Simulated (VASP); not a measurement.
# Rh: single point with PBEsol

The system is Rh.

```
Rh
1.0
     2.69175    0.00000    0.00000
    -1.34587    2.33112    0.00000
     0.00000    0.00000    8.79807
Rh
4
Direct
  0.00000 0.00000 0.00000
  0.00000 0.00000 0.50000
  0.33333 0.66667 0.25000
  0.66667 0.33333 0.75000
```

This isn't the form of Rh at room conditions, which is fcc.

```json
{
  "Program": "VASP 6.6.1",
  "Task": "single point",
  "Functional": "PBEsol",
  "Potentials or basis": "VASP PAW PBE potentials, release 64 (Rh_pv)",
  "Cutoff": "500 eV",
  "k mesh": "9 × 9 × 3",
  "Occupations": "methfessel-paxton, width 0.15 eV",
  "Spin": "no spin polarisation"
}
```

```json
{
  "Pressure": "-5.9 GPa",
  "Band gap on the k mesh": "zero (bands 30 and 31 overlap by 1.61 eV)"
}
```

Stress tensor (GPa, compression positive):
```
-5.31  0.00  0.00
 0.00 -5.31  0.00
 0.00  0.00 -6.99
```

Levels at points of the mesh, in eV from the Fermi level:
| k point | band 26 | band 27 | band 28 | band 29 | band 30 | band 31 | band 32 | band 33 | band 34 | band 35 |
| --- | --- | --- | --- | --- | --- | --- | --- | --- | --- | --- |
| (0.00, 0.00, 0.00) | -2.61 | -2.61 | -1.43 | -1.43 | -0.84 | -0.84 | -0.34 | -0.34 | 0.43 | 0.43 |

It took 42 s on 1 thread of AMD EPYC 7R43 64-Core Processor (Zen 3), on a shared host, peak memory 0.14 GiB.

Caveat: the cell stands under tension; the PAW data sets were made with another functional, which shifts forces and pressure a little.
